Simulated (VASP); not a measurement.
# Cu (Fm-3m) in VASP: further runs, part 2 of 2

VASP 6.6.1.

## 3. Single point, r2SCAN

Input file POSCAR:

```
Cu
1.0
    0.0000000000      1.8075000000      1.8075000000
    1.8075000000      0.0000000000      1.8075000000
    1.8075000000      1.8075000000      0.0000000000
Cu
1
Direct
    0.0000000000      0.0000000000      0.0000000000
```

Input file INCAR.step1:

```
PREC = Accurate
ENCUT = 520
ISMEAR = 1
SIGMA = 0.1
LREAL = False
LASPH = True
NELM = 80
NBANDS = 12
GGA = PE
ALGO = Normal
EDIFF = 1E-4
LWAVE = True
LCHARG = False
```

Input file INCAR.step2:

```
PREC = Accurate
ENCUT = 520
EDIFF = 1E-6
ISMEAR = 1
SIGMA = 0.1
LREAL = False
LASPH = True
NELM = 80
ALGO = Normal
ISIF = 2
LWAVE = False
LCHARG = False
METAGGA = R2SCAN
LMIXTAU = True
NBANDS = 12
ISTART = 1
```

Input file KPOINTS:

```
regular mesh
0
Gamma
  5 5 5
```

Potentials or basis: VASP PAW PBE potentials, release 64 (Cu).

On the command line:

```sh
> cat potpaw_PBE.64/Cu/POTCAR > POTCAR
> cp INCAR.step1 INCAR
> mpirun -np 1 vasp_std > vasp.out
> cp INCAR.step2 INCAR
> mpirun -np 1 vasp_std > vasp.out
```

OUTCAR:

```text
PREC = Accurate
   ENCUT = 520
   EDIFF = 1E-6
   ISMEAR = 1
   LREAL = False
   LASPH = True
   NELM = 80
   ISIF = 2
   METAGGA = R2SCAN
   ISTART = 1

 ion  position               nearest neighbor table
   1  0.000  0.000  0.000-

  LATTYP: Found a face centered cubic cell.
 ALAT       =     3.6150000000

  Lattice vectors:

 A1 = (   0.0000000000,   1.8075000000,   1.8075000000)
 A2 = (   1.8075000000,   0.0000000000,   1.8075000000)
 A3 = (   1.8075000000,   1.8075000000,   0.0000000000)

Analysis of symmetry for initial positions (statically):
=====================================================================
 Subroutine PRICEL returns:
 Original cell was already a primitive cell.

 Routine SETGRP: Setting up the symmetry group for a
 face centered cubic supercell.

 Subroutine GETGRP returns: Found 48 space group operations
 (whereof 48 operations were pure point group operations)
 out of a pool of 48 trial point group operations.

The static configuration has the point symmetry O_h .

Analysis of symmetry for dynamics (positions and initial velocities):
=====================================================================
 Subroutine PRICEL returns:
 Original cell was already a primitive cell.

 Routine SETGRP: Setting up the symmetry group for a
 face centered cubic supercell.

 Subroutine GETGRP returns: Found 48 space group operations
 (whereof 48 operations were pure point group operations)
 out of a pool of 48 trial point group operations.

The dynamic configuration has the point symmetry O_h .

 Subroutine INISYM returns: Found 48 space group operations
 (whereof 48 operations are pure point group operations),
 and found     1 'primitive' translations

----------------------------------------------------------------------------------------

                                     Primitive cell

  volume of cell :      11.8104

  direct lattice vectors                    reciprocal lattice vectors
     0.000000000  1.807500000  1.807500000    -0.276625173  0.276625173  0.276625173
     1.807500000  0.000000000  1.807500000     0.276625173 -0.276625173  0.276625173
     1.807500000  1.807500000  0.000000000     0.276625173  0.276625173 -0.276625173

  length of vectors
     2.556191014  2.556191014  2.556191014     0.479128854  0.479128854  0.479128854

  position of ions in fractional coordinates (direct lattice)
     0.000000000  0.000000000  0.000000000

  ion indices of the primitive-cell ions
   primitive index   ion index
                 1           1

----------------------------------------------------------------------------------------

 KPOINTS: regular mesh

Automatic generation of k-mesh.
 Grid dimensions read from file:
 generate k-points for:    5    5    5

 Generating k-lattice:

  Cartesian coordinates                     Fractional coordinates (reciprocal lattice)
    -0.055325035  0.055325035  0.055325035     0.200000000  0.000000000  0.000000000
     0.055325035 -0.055325035  0.055325035     0.000000000  0.200000000  0.000000000
     0.055325035  0.055325035 -0.055325035     0.000000000  0.000000000  0.200000000

  Length of vectors
     0.095825771  0.095825771  0.095825771

  Shift w.r.t. Gamma in fractional coordinates (k-lattice)
     0.000000000  0.000000000  0.000000000

 Subroutine IBZKPT returns following result:
 ===========================================

 Found     10 irreducible k-points:

 Following reciprocal coordinates:
            Coordinates               Weight
  0.000000  0.000000  0.000000      1.000000
  0.200000  0.000000  0.000000      8.000000
  0.400000  0.000000  0.000000      8.000000
  0.200000  0.200000  0.000000      6.000000
  0.400000  0.200000  0.000000     24.000000
 -0.400000  0.200000  0.000000     24.000000
 -0.200000  0.200000  0.000000     12.000000
  0.400000  0.400000  0.000000      6.000000
 -0.400000  0.400000  0.000000     12.000000
 -0.400000  0.400000  0.200000     24.000000
   k-points           NKPTS =     10   k-points in BZ     NKDIM =     10   number of bands    NBANDS=     12
   number of dos      NEDOS =    301   number of ions     NIONS =      1
   total plane-waves  NPLWV =   8000
   dimension x,y,z NGX =    20 NGY =   20 NGZ =   20
   dimension x,y,z NGXF=    40 NGYF=   40 NGZF=   40
   ions per type =               1
   NGX,Y,Z   is equivalent  to a cutoff of  13.01, 13.01, 13.01 a.u.
   NGXF,Y,Z  is equivalent  to a cutoff of  26.01, 26.01, 26.01 a.u.
 SYSTEM =  unknown system
   PREC   = accura    normal or accurate (medium, high low for compatibility)
   ISTART =      1    job   : 0-new  1-cont  2-samecut
   ICHARG =      0    charge: 1-file 2-atom 10-const
   ISPIN  =      1    spin polarized calculation?
   LNONCOLLINEAR =      F non collinear calculations
   LSORBIT =      F    spin-orbit coupling
   LASPH  =      T    aspherical Exc in radial PAW
   ENCUT  =  520.0 eV  38.22 Ry    6.18 a.u.   4.75  4.75  4.75*2*pi/ulx,y,z
   NELM   =     80;   NELMIN=  2; NELMDL=  0     # of ELM steps
   EDIFF  = 0.1E-05   stopping-criterion for ELM
   LREAL  =      F    real-space projection
   EDIFFG = 0.1E-04   stopping-criterion for IOM
   NSW    =      0    number of steps for IOM
   IBRION =     -1    ionic relax: 0-MD 1-quasi-New 2-CG
   NFREE  =      0    steps in history (QN), initial steepest desc. (CG)
   ISIF   =      2    stress and relaxation
   ISYM   =      2    0-nonsym 1-usesym 2-fastsym
   POTIM  = 0.5000    time-step for ionic-motion
   TEBEG  =    0.0;   TEEND  =   0.0 temperature during run
   PSTRESS=    0.0 pullay stress
   NELECT =      11.0000    total number of electrons
   NUPDOWN=      -1.0000    fix difference up-down
   EMIN   =  10.00;   EMAX   =-10.00  energy-range for DOS
   EFERMI =   0.00;   METHOD = LEGACY
   ISMEAR =     1;   SIGMA  =   0.10  broadening in eV -4-tet -1-fermi 0-gaus
   EFERMI_NEDOS =   21; number of points for ismear=-14 and -15
   IALGO  =     38    algorithm
   IMIX   =      4    mixing-type and parameters
     AMIX     =   0.40;   BMIX     =  1.00
     AMIX_MAG =   1.60;   BMIX_MAG =  1.00
  volume/ion in A,a.u.               =      11.81        79.70
  Fermi-wavevector in a.u.,A,eV,Ry     =   1.598763  3.021224 34.777078  2.556043
  Thomas-Fermi vector in A             =   2.696162
   LORBIT       =      0    0 simple, 1 ext, 2 COOP (PROOUT), +10 PAW based schemes
   METAGGA = R2SCAN    functional components
   LHFCALC =     F    Hartree Fock is set to
   AEXX    =    0.0000 exact exchange contribution
   IVDW    =     0    specifies the selected vdW correction
   LEPSILON=     F    determine dielectric tensor
   LRPA    =     F    only Hartree local field effects (RPA)
 non-spin polarized calculation
 Methfessel and Paxton  Order N= 1 SIGMA  =   0.10
  energy-cutoff  :      520.00
  volume of cell :       11.81
 maximum number of plane-waves:       331
   NGX =  9   NGY =  9   NGZ =  9

 number of electron      11.0000002 magnetization

 Free energy of the ion-electron system (eV)
  ---------------------------------------------------
  ext. energy  EPLUGINS =         0.00000000
  ---------------------------------------------------
  free energy    TOTEN  =       -10.92653204 eV

  energy without entropy =      -10.92521748  energy(sigma->0) =      -10.92609385

 E-fermi :   6.8550     XC(G=0): -13.7296

 val. band max:        6.8451036399   @ k =   0.4000   0.4000   0.0000
 cond. band min:       8.9340041720   @ k =  -0.4000   0.2000   0.0000
 fundamental gap:      2.0889005321
 Fermi energy:         6.8550043007

 k-point     1 :       0.0000    0.0000    0.0000
  band No.  band energies     occupation
      1      -2.2595      2.00000
      2       4.3079      2.00000
      3       4.3080      2.00000
      4       4.3080      2.00000
      5       5.1262      2.00000
      6       5.1262      2.00000
      7      30.7729      0.00000
      8      33.8107      0.00000
      9      33.8107      0.00000
     10      33.8109      0.00000
     11      36.2045      0.00000
     12      36.2045      0.00000
[... 121 lines left out ...]
 k-point    10 :      -0.4000    0.4000    0.2000
  band No.  band energies     occupation
      1       3.1284      2.00000
      2       3.4976      2.00000
      3       3.9432      2.00000
      4       5.1663      2.00000
      5       5.6721      2.00000
      6       9.7216      0.00000
      7      16.0255      0.00000
      8      17.6559      0.00000
      9      19.5517      0.00000
     10      34.1984      0.00000
     11      35.6027      0.00000
     12      39.2201      0.00000

------------------------ aborting loop because EDIFF is reached ----------------------------------------

  FORCE on cell =-STRESS in cart. coord.  units (eV):
  Direction    XX          YY          ZZ          XY          YZ          ZX
  --------------------------------------------------------------------------------------
  -------------------------------------------------------------------------------------
  Total       -0.3670355     -0.3670355     -0.3670355      0.0000000      0.0000000     -0.0000000
  in kB      -49.7913276    -49.7913276    -49.7913276      0.0000000      0.0000000     -0.0000000
  external PRESSURE =     -49.7913276 kB  Pullay stress =       0.0000000 kB

 VOLUME and BASIS-vectors are now :
 -----------------------------------------------------------------------------
  energy-cutoff  :      520.00
  volume of cell :       11.81
      direct lattice vectors                 reciprocal lattice vectors
     0.000000000  1.807500000  1.807500000    -0.276625173  0.276625173  0.276625173
     1.807500000  0.000000000  1.807500000     0.276625173 -0.276625173  0.276625173
     1.807500000  1.807500000  0.000000000     0.276625173  0.276625173 -0.276625173

 POSITION                                       TOTAL-FORCE (eV/Angst)
 -----------------------------------------------------------------------------------
      0.00000      0.00000      0.00000         0.000000      0.000000      0.000000
 -----------------------------------------------------------------------------------
    total drift:                               -0.000000     -0.000000     -0.000000

  FREE ENERGIE OF THE ION-ELECTRON SYSTEM (eV)
  ---------------------------------------------------
  free  energy   TOTEN  =       -10.9265320415 eV

  energy  without entropy=      -10.9252174813  energy(sigma->0) =      -10.92609385
```

OSZICAR.step1:

```text
N       E                     dE             d eps       ncg     rms          rms(c)
DAV:   1     0.384269227883E+02    0.38427E+02   -0.52393E+03   280   0.152E+03
DAV:   2    -0.340592539637E+01   -0.41833E+02   -0.37910E+02   240   0.204E+02
DAV:   3    -0.469615628141E+01   -0.12902E+01   -0.12859E+01   288   0.393E+01
DAV:   4    -0.470553427046E+01   -0.93780E-02   -0.93773E-02   292   0.292E+00
DAV:   5    -0.470562910633E+01   -0.94836E-04   -0.94835E-04   284   0.283E-01    0.765E+00
DAV:   6    -0.421764182423E+01    0.48799E+00   -0.14142E+01   284   0.715E+01    0.396E+00
DAV:   7    -0.383710654824E+01    0.38054E+00   -0.22444E+00   288   0.284E+01    0.490E-01
DAV:   8    -0.382867269233E+01    0.84339E-02   -0.93214E-03   296   0.188E+00    0.390E-01
DAV:   9    -0.382602294840E+01    0.26497E-02   -0.16333E-02   292   0.224E+00    0.290E-02
DAV:  10    -0.382602244117E+01    0.50723E-06   -0.39552E-05   156   0.111E-01
   1 F= -.38260224E+01 E0= -.38255843E+01  d E =-.131456E-02
```

Wall time 18 s (1 thread of AMD EPYC 7R43 (Zen 3), shared host); peak memory 0.09 GiB.

What came out:

```
Free energy : -10.9265 eV
Pressure    : -5.0 GPa
```

Caveat: the k points lie up to 0.60 Å⁻¹ apart; the PAW data sets were made with another functional, which shifts forces and pressure a little.

## 4. Single point, r2SCAN

POSCAR is that of step 3.

Input file INCAR.step1:

```
SYSTEM = Cu
PREC = Accurate ; ENCUT = 520
ISMEAR = 1 ; SIGMA = 0.1
LREAL = .FALSE. ; LASPH = .TRUE.
NELM = 80 ; NBANDS = 12
GGA = PE ; ALGO = Normal
EDIFF = 1E-4 ; LWAVE = .TRUE.
LCHARG = .FALSE.
```

Input file INCAR.step2:

```
SYSTEM = Cu
PREC = Accurate ; ENCUT = 520
EDIFF = 1E-6 ; ISMEAR = 1
SIGMA = 0.1 ; LREAL = .FALSE.
LASPH = .TRUE. ; NELM = 80
ALGO = Normal ; ISIF = 2
LWAVE = .FALSE. ; LCHARG = .FALSE.
METAGGA = R2SCAN ; LMIXTAU = .TRUE.
NBANDS = 12 ; ISTART = 1
```

Input file KPOINTS:

```
Automatic mesh
0
G
  7 7 7
  0 0 0
```

On the command line:

```sh
> cat potpaw_PBE.64/Cu/POTCAR > POTCAR
> cp INCAR.step1 INCAR
> mpirun -np 1 vasp_std > vasp.out
> cp INCAR.step2 INCAR
> mpirun -np 1 vasp_std > vasp.out
```

It took 24 s on 1 thread of AMD EPYC 7R43 (Zen 3), shared host; peak memory 0.09 GiB.

Results (log left out):

```
Free energy : -10.8641 eV
Pressure    : -4.4 GPa
```

Levels at points of the mesh, in eV from the Fermi level:
```csv
k point,band 2,band 3,band 4,band 5,band 6,band 7,band 8,band 9,band 10,band 11
"(0.00, 0.00, 0.00)",-3.37,-3.37,-3.37,-2.55,-2.55,23.12,26.16,26.16,26.16,28.55
```

Caveat: the k points lie up to 0.43 Å⁻¹ apart; the PAW data sets were made with another functional, which shifts forces and pressure a little.

## 5. Single point, r2SCAN

POSCAR is that of step 4.

Input file INCAR.step1:

```
SYSTEM = Cu
ALGO = Normal ; EDIFF = 1E-4
ENCUT = 520 ; GGA = PE
ISMEAR = 1 ; LASPH = .True.
LCHARG = .False. ; LREAL = .False.
LWAVE = .True. ; NBANDS = 12
NELM = 60 ; PREC = Accurate
SIGMA = 0.1
```

Input file INCAR.step2:

```
SYSTEM = Cu
ALGO = Normal ; EDIFF = 1E-6
ENCUT = 520 ; ISIF = 2
ISMEAR = 1 ; ISTART = 1
LASPH = .True. ; LCHARG = .True.
LELF = .True. ; LMIXTAU = .True.
LREAL = .False. ; LVHAR = .True.
LWAVE = .False. ; METAGGA = R2SCAN
NBANDS = 12 ; NELM = 60
PREC = Accurate ; SIGMA = 0.1
```

Input file KPOINTS:

```
k-points
0
Gamma
  8 8 8
  0 0 0
```

On the command line:

```sh
> cat potpaw_PBE.64/Cu/POTCAR > POTCAR
> cp INCAR.step1 INCAR
> mpirun -np 1 vasp_std > vasp.out
> cp INCAR.step2 INCAR
> mpirun -np 1 vasp_std > vasp.out
```

Run time: 33 s. Hardware: 1 thread of AMD EPYC 7R43 (Zen 3), shared host; peak memory 0.09 GiB.

It converged, with:

```yaml
Free_energy: -10.7891 eV
Pressure: -3.3 GPa
```

Levels at points of the mesh, in eV from the Fermi level:
| k point | band 3 | band 4 | band 5 | band 6 | band 7 | band 8 | band 9 | band 10 |
| --- | --- | --- | --- | --- | --- | --- | --- | --- |
| (0.00, 0.00, 0.00) | -3.02 | -3.02 | -2.20 | -2.20 | 23.49 | 26.52 | 26.52 | 26.52 |
| (0.50, 0.00, 0.00) | -3.06 | -1.61 | -1.61 | -0.93 | 4.09 | 22.00 | 23.25 | 23.25 |
| (0.50, 0.50, 0.00) | -1.64 | -1.46 | -1.46 | 1.70 | 7.55 | 13.87 | 13.87 | 18.23 |

Caveat: the k points lie up to 0.38 Å⁻¹ apart; the PAW data sets were made with another functional, which shifts forces and pressure a little.

## 6. The runs side by side

```csv
k mesh,gap on the mesh (eV),pressure (GPa)
4 × 4 × 4,none,-2.6
5 × 5 × 5,none,-5.0
7 × 7 × 7,none,-4.4
8 × 8 × 8,none,-3.3
```

Alike in all rows: task single point; level r2SCAN; potentials or basis VASP PAW PBE potentials, release 64 (Cu); no spin polarisation; cell as given; cutoff (eV) 520; smearing methfessel-paxton 0.1 eV.

Caveats: all runs use coarse meshes; the PAW data sets were made with another functional, which shifts forces and pressure a little.

Absolute energies hang on the potentials; compare differences alone.
